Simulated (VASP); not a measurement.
# ZnCd3O4 (P-43m) in VASP: further runs

Runs on ZnCd3O4. Level: PBE. Tasks: single point.

Everything below comes from runs of VASP 6.6.1. Logs are shortened: lines on timing, memory, paths and dates and some standing lists are left out, and cuts for length are marked.

## Step 1: The cell of the first run

Symmetry: P-43m, No. 215, cubic system. Conventional cell: a = 4.999 Å, b = 4.999 Å, c = 4.999 Å, α = 90.00°, β = 90.00°, γ = 90.00°. Zn (site symmetry -43m) has 4 O at 2.01 Å within 2.7 Å. Cd (site symmetry -42m) has 4 O at 2.22 Å within 2.9 Å. O (site symmetry 3m) has 1 Zn at 2.01 Å and 3 Cd at 2.22 Å within 2.7 Å.

## Step 2: Single point, PBE

The input, INCAR:

```
ALGO = Normal ; EDIFF = 1E-6
ENCUT = 520 ; GGA = PE
ISIF = 2 ; ISMEAR = 0
LASPH = True ; LCHARG = True
LELF = True ; LREAL = False
LVHAR = True ; LWAVE = False
NBANDS = 46 ; NELM = 100
PREC = Accurate ; SIGMA = 0.1
```

The input, KPOINTS:

```
k-points
0
Gamma
  4 4 4
```

The input, POSCAR:

```
ZnCd3O4
1.0
    4.9987277000      0.0000000000      0.0000000000
    0.0000000000      4.9987277000      0.0000000000
    0.0000000000      0.0000000000      4.9987277000
Zn Cd O
1 3 4
Direct
    0.0000000000      0.0000000000      0.0000000000
    0.0000000000      0.5000000000      0.5000000000
    0.5000000000      0.0000000000      0.5000000000
    0.5000000000      0.5000000000      0.0000000000
    0.7678240000      0.7678240000      0.2321760000
    0.7678240000      0.2321760000      0.7678240000
    0.2321760000      0.7678240000      0.7678240000
    0.2321760000      0.2321760000      0.2321760000
```

Potentials or basis: VASP PAW PBE potentials, release 64 (Zn, Cd, O).

Command:

```
$ cat potpaw_PBE.64/Zn/POTCAR potpaw_PBE.64/Cd/POTCAR potpaw_PBE.64/O/POTCAR > POTCAR
$ mpirun -np 1 vasp_std > vasp.out
```

OUTCAR:

```text
EDIFF = 1E-6
   ENCUT = 520
   GGA = PE
   ISIF = 2
   ISMEAR = 0
   LASPH = True
   LREAL = False
   NELM = 100
   PREC = Accurate

 ion  position               nearest neighbor table
   1  0.000  0.000  0.000-   5 2.01   6 2.01   7 2.01   8 2.01
   2  0.000  0.500  0.500-   5 2.22   6 2.22   7 2.22   8 2.22   3 3.53   4 3.53   4 3.53   3 3.53
                             3 3.53   4 3.53   4 3.53   3 3.53
   3  0.500  0.000  0.500-   5 2.22   6 2.22   7 2.22   8 2.22   2 3.53   4 3.53   4 3.53   2 3.53
                             4 3.53   4 3.53   2 3.53   2 3.53
   4  0.500  0.500  0.000-   5 2.22   6 2.22   7 2.22   8 2.22   2 3.53   3 3.53   2 3.53   3 3.53
                             3 3.53   3 3.53   2 3.53   2 3.53
   5  0.768  0.768  0.232-   1 2.01   2 2.22   3 2.22   4 2.22
   6  0.768  0.232  0.768-   1 2.01   2 2.22   3 2.22   4 2.22
   7  0.232  0.768  0.768-   1 2.01   2 2.22   3 2.22   4 2.22
   8  0.232  0.232  0.232-   1 2.01   2 2.22   3 2.22   4 2.22

  LATTYP: Found a simple cubic cell.
 ALAT       =     4.9987277000

  Lattice vectors:

 A1 = (   4.9987277000,   0.0000000000,   0.0000000000)
 A2 = (   0.0000000000,   4.9987277000,   0.0000000000)
 A3 = (   0.0000000000,   0.0000000000,   4.9987277000)

Analysis of symmetry for initial positions (statically):
=====================================================================
 Subroutine PRICEL returns:
 Original cell was already a primitive cell.

 Routine SETGRP: Setting up the symmetry group for a
 simple cubic supercell.

 Subroutine GETGRP returns: Found 24 space group operations
 (whereof 24 operations were pure point group operations)
 out of a pool of 48 trial point group operations.

The static configuration has the point symmetry T_d .

Analysis of symmetry for dynamics (positions and initial velocities):
=====================================================================
 Subroutine PRICEL returns:
 Original cell was already a primitive cell.

 Routine SETGRP: Setting up the symmetry group for a
 simple cubic supercell.

 Subroutine GETGRP returns: Found 24 space group operations
 (whereof 24 operations were pure point group operations)
 out of a pool of 48 trial point group operations.

The dynamic configuration has the point symmetry T_d .

 Subroutine INISYM returns: Found 24 space group operations
 (whereof 24 operations are pure point group operations),
 and found     1 'primitive' translations
[... 96 lines left out ...]
   IBRION =     -1    ionic relax: 0-MD 1-quasi-New 2-CG
   NFREE  =      0    steps in history (QN), initial steepest desc. (CG)
   ISIF   =      2    stress and relaxation
   ISYM   =      2    0-nonsym 1-usesym 2-fastsym
   POTIM  = 0.5000    time-step for ionic-motion
   TEBEG  =    0.0;   TEEND  =   0.0 temperature during run
   PSTRESS=    0.0 pullay stress
   NELECT =      72.0000    total number of electrons
   NUPDOWN=      -1.0000    fix difference up-down
   EMIN   =  10.00;   EMAX   =-10.00  energy-range for DOS
   EFERMI =   0.00;   METHOD = LEGACY
   ISMEAR =     0;   SIGMA  =   0.10  broadening in eV -4-tet -1-fermi 0-gaus
   EFERMI_NEDOS =   21; number of points for ismear=-14 and -15
   IALGO  =     38    algorithm
   IMIX   =      4    mixing-type and parameters
     AMIX     =   0.40;   BMIX     =  1.00
     AMIX_MAG =   1.60;   BMIX_MAG =  1.00
  volume/ion in A,a.u.               =      15.61       105.36
  Fermi-wavevector in a.u.,A,eV,Ry     =   1.362468  2.574690 25.256739  1.856318
  Thomas-Fermi vector in A             =   2.488955
   LORBIT       =      0    0 simple, 1 ext, 2 COOP (PROOUT), +10 PAW based schemes
   GGA     = PE    functional components
   LHFCALC =     F    Hartree Fock is set to
   AEXX    =    0.0000 exact exchange contribution
   IVDW    =     0    specifies the selected vdW correction
   LEPSILON=     F    determine dielectric tensor
   LRPA    =     F    only Hartree local field effects (RPA)
 non-spin polarized calculation
 Gauss-broadening in eV      SIGMA  =   0.10
  energy-cutoff  :      520.00
  volume of cell :      124.90
 maximum number of plane-waves:      3407
 NGX is ok and might be reduce to    40
   NGX = 19   NGY = 19   NGZ = 19

 number of electron      72.0000072 magnetization

 Free energy of the ion-electron system (eV)
  ---------------------------------------------------
  ext. energy  EPLUGINS =         0.00000000
  ---------------------------------------------------
  free energy    TOTEN  =       -31.89371236 eV

  energy without entropy =      -31.89076255  energy(sigma->0) =      -31.89223746

 E-fermi :   0.3626     XC(G=0): -10.1964

 val. band max:        0.3251259021   @ k =   0.0000   0.0000   0.0000
 cond. band min:       1.5945208622   @ k =   0.2500   0.0000   0.0000
 fundamental gap:      1.2693949601
 Fermi energy:         0.3626136143

 k-point     1 :       0.0000    0.0000    0.0000
  band No.  band energies     occupation
      1     -16.6020      2.00000
      2     -16.1392      2.00000
      3     -16.1392      2.00000
      4     -16.1392      2.00000
      5      -6.6541      2.00000
      6      -6.5641      2.00000
[... 479 lines left out ...]
     45      12.1127      0.00000
     46      12.1128      0.00000

------------------------ aborting loop because EDIFF is reached ----------------------------------------

  FORCE on cell =-STRESS in cart. coord.  units (eV):
  Direction    XX          YY          ZZ          XY          YZ          ZX
  --------------------------------------------------------------------------------------
  -------------------------------------------------------------------------------------
  Total        0.8569964      0.8569964      0.8569964      0.0000000     -0.0000000      0.0000000
  in kB       10.9928709     10.9928709     10.9928709      0.0000000     -0.0000000      0.0000000
  external PRESSURE =      10.9928709 kB  Pullay stress =       0.0000000 kB

 VOLUME and BASIS-vectors are now :
 -----------------------------------------------------------------------------
  energy-cutoff  :      520.00
  volume of cell :      124.90
      direct lattice vectors                 reciprocal lattice vectors
     4.998727700  0.000000000  0.000000000     0.200050905  0.000000000  0.000000000
     0.000000000  4.998727700  0.000000000     0.000000000  0.200050905  0.000000000
     0.000000000  0.000000000  4.998727700     0.000000000  0.000000000  0.200050905

 POSITION                                       TOTAL-FORCE (eV/Angst)
 -----------------------------------------------------------------------------------
      0.00000      0.00000      0.00000        -0.000000     -0.000000     -0.000000
      0.00000      2.49936      2.49936        -0.000000     -0.000000     -0.000000
      2.49936      0.00000      2.49936        -0.000000     -0.000000     -0.000000
      2.49936      2.49936      0.00000        -0.000000     -0.000000     -0.000000
      3.83814      3.83814      1.16058         0.018688      0.018688     -0.018688
      3.83814      1.16058      3.83814         0.018688     -0.018688      0.018688
      1.16058      3.83814      3.83814        -0.018688      0.018688      0.018688
      1.16058      1.16058      1.16058        -0.018688     -0.018688     -0.018688
 -----------------------------------------------------------------------------------
    total drift:                                0.000000      0.000000      0.000000

  FREE ENERGIE OF THE ION-ELECTRON SYSTEM (eV)
  ---------------------------------------------------
  free  energy   TOTEN  =       -31.8937123574 eV

  energy  without entropy=      -31.8907625540  energy(sigma->0) =      -31.89223746
```

OSZICAR:

```text
N       E                     dE             d eps       ncg     rms          rms(c)
DAV:   1     0.739055709949E+03    0.73906E+03   -0.37109E+04   920   0.174E+03
DAV:   2     0.454907139139E+02   -0.69356E+03   -0.66335E+03   950   0.465E+02
DAV:   3    -0.371731395547E+02   -0.82664E+02   -0.80650E+02  1036   0.156E+02
DAV:   4    -0.397252627277E+02   -0.25521E+01   -0.25401E+01  1004   0.294E+01
DAV:   5    -0.397456580749E+02   -0.20395E-01   -0.20389E-01  1000   0.276E+00    0.215E+01
DAV:   6    -0.318257748171E+02    0.79199E+01   -0.28386E+01  1514   0.670E+01    0.149E+01
DAV:   7    -0.320049995239E+02   -0.17922E+00   -0.57946E+00   990   0.180E+01    0.893E+00
DAV:   8    -0.320306322856E+02   -0.25633E-01   -0.17881E+00  1050   0.792E+00    0.265E+00
DAV:   9    -0.318876515391E+02    0.14298E+00   -0.47982E-01  1186   0.549E+00    0.371E-01
DAV:  10    -0.318929803063E+02   -0.53288E-02   -0.45839E-02   938   0.117E+00    0.146E-01
DAV:  11    -0.318936320607E+02   -0.65175E-03   -0.80585E-04  1058   0.259E-01    0.345E-02
DAV:  12    -0.318936979418E+02   -0.65881E-04   -0.28619E-04  1020   0.161E-01    0.329E-02
DAV:  13    -0.318937085130E+02   -0.10571E-04   -0.24380E-05  1042   0.495E-02    0.142E-02
DAV:  14    -0.318937132239E+02   -0.47110E-05   -0.20224E-05  1032   0.496E-02    0.717E-03
DAV:  15    -0.318937123574E+02    0.86648E-06   -0.61225E-06  1060   0.273E-02
   1 F= -.31893712E+02 E0= -.31892237E+02  d E =-.294980E-02
```

Run time: 49 s. Hardware: 1 thread of Intel Xeon 6975P-C (Granite Rapids), shared host; peak memory 0.24 GiB.

What came out:

| Property | Result |
| --- | --- |
| Free energy | -31.8937 eV |
| Pressure | 1.1 GPa |
| Largest force | 0.032 eV/Å |
| Band gap on the k mesh | zero (filled and empty bands touch) |

Forces on the atoms (eV/Å):
```
Zn   0.000  0.000  0.000
Cd   0.000  0.000  0.000
Cd   0.000  0.000  0.000
Cd   0.000  0.000  0.000
O    0.019  0.019 -0.019
O    0.019 -0.019  0.019
O   -0.019  0.019  0.019
O   -0.019 -0.019 -0.019
```

Levels at points of the mesh, in eV from the Fermi level:
```csv
k point,band 32,band 33,band 34,band 35,band 36,band 37,band 38,band 39,band 40,band 41
"(0.00, 0.00, 0.00)",-1.75,-1.75,-0.18,-0.04,-0.04,-0.04,4.92,4.92,4.92,7.05
"(0.50, 0.00, 0.00)",-1.72,-0.95,-0.95,-0.68,-0.68,2.66,2.87,6.57,6.57,6.98
"(0.50, 0.50, 0.00)",-1.31,-0.79,-0.72,-0.72,-0.42,3.82,4.42,4.42,5.34,7.66
"(0.50, 0.50, 0.50)",-0.73,-0.73,-0.73,-0.46,-0.46,3.97,4.28,4.28,4.28,6.77
```

## Step 3: Single point, PBE

The input, INCAR:

```
SYSTEM = ZnCd3O4
PREC = Accurate
ENCUT = 520
EDIFF = 1E-6
ISMEAR = 0
SIGMA = 0.2
LREAL = .False.
LASPH = .True.
NELM = 100
ALGO = Normal
ISIF = 2
LWAVE = .False.
LCHARG = .False.
GGA = PE
NBANDS = 46
```

The input, KPOINTS:

```
regular mesh
0
Gamma
  4 4 4
  0 0 0
```

POSCAR is that of step 2.

Potentials or basis: VASP PAW PBE potentials, release 64 (Zn, Cd, O).

Command:

```
$ cat potpaw_PBE.64/Zn/POTCAR potpaw_PBE.64/Cd/POTCAR potpaw_PBE.64/O/POTCAR > POTCAR
$ mpirun -np 1 vasp_std > vasp.out
```

It took 37 s on 1 thread of Intel Xeon 6975P-C (Granite Rapids), shared host; peak memory 0.25 GiB.

It converged, with:

```
Free energy            : -31.8975 eV
Pressure               : 1.1 GPa
Largest force          : 0.033 eV/Å
Band gap on the k mesh : zero (filled and empty bands touch)
```

Forces in eV/Å, atoms in the order of the input:
```
Zn   0.000  0.000  0.000
Cd   0.000  0.000  0.000
Cd   0.000  0.000  0.000
Cd   0.000  0.000  0.000
O    0.019  0.019 -0.019
O    0.019 -0.019  0.019
O   -0.019  0.019  0.019
O   -0.019 -0.019 -0.019
```

Levels at points of the mesh, in eV from the Fermi level:
| k point | band 34 | band 35 | band 36 | band 37 | band 38 | band 39 |
| --- | --- | --- | --- | --- | --- | --- |
| (0.00, 0.00, 0.00) | -0.28 | -0.14 | -0.14 | -0.14 | 4.82 | 4.82 |
| (0.50, 0.00, 0.00) | -1.04 | -0.78 | -0.78 | 2.56 | 2.77 | 6.47 |
| (0.50, 0.50, 0.00) | -0.82 | -0.82 | -0.52 | 3.72 | 4.32 | 4.32 |
| (0.50, 0.50, 0.50) | -0.83 | -0.56 | -0.56 | 3.87 | 4.18 | 4.18 |
